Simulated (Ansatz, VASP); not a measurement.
In in VASP and in Ansatz

INCAR

```
SYSTEM = In
PREC = Accurate
ENCUT = 520
EDIFF = 1E-6
ISMEAR = -1
SIGMA = 0.03
LREAL = .FALSE.
LASPH = .TRUE.
NELM = 100
ALGO = Normal
ISIF = 2
LWAVE = .FALSE.
LCHARG = .FALSE.
GGA = PE
NBANDS = 12
```

KPOINTS

```
regular mesh
0
G
  17 17 17
  0 0 0
```

POSCAR

```
In
1.0
   -1.7059308214      1.7059308214      2.3125872213
    1.7059308214     -1.7059308214      2.3125872213
    1.7059308214      1.7059308214     -2.3125872213
In
1
Direct
    0.0000000000      0.0000000000      0.0000000000
```

Input for Ansatz:

```yaml
crystal:
  lattice:
    - [-1.7059308214, 1.7059308214, 2.3125872213]
    - [1.7059308214, -1.7059308214, 2.3125872213]
    - [1.7059308214, 1.7059308214, -2.3125872213]
  atoms:
    - { symbol: In, position: [0.0, 0.0, 0.0] }
kpoints:
  mp_grid: { grid: [17, 17, 17] }
scf:
  occupations: { method: fermi_dirac, width: 0.03 }
hamiltonian:
  xc: pbe
  pseudopotentials: { kind: all_electron, lapw: { basis_error: 0.0005 } }
output:
  forces: true
  stress: true
  eigenvalues: true
```

Change from the starting cell: volume scaled by 1.02.

Alike in both runs: task single point; functional PBE; k mesh 17 × 17 × 17; occupations fermi-dirac, width 0.03 eV; no spin polarisation.

|  | VASP | Ansatz |
| --- | --- | --- |
| version | VASP 6.6.1 | Ansatz 0.2.0 |
| potentials or method | VASP PAW PBE potentials, release 64 (In_d), cutoff 520 eV | all-electron LAPW, scalar-relativistic |

Ansatz gave:

* pressure (GPa): 0.8
* traceless stress, the component that is largest in VASP (GPa): -0.32

Question: What did VASP give for the same quantities?

Answer: Pressure (GPa): 0.7; traceless stress, the component that is largest in VASP (GPa): -0.32.

Ansatz ran all-electron here, and VASP with PAW potentials.
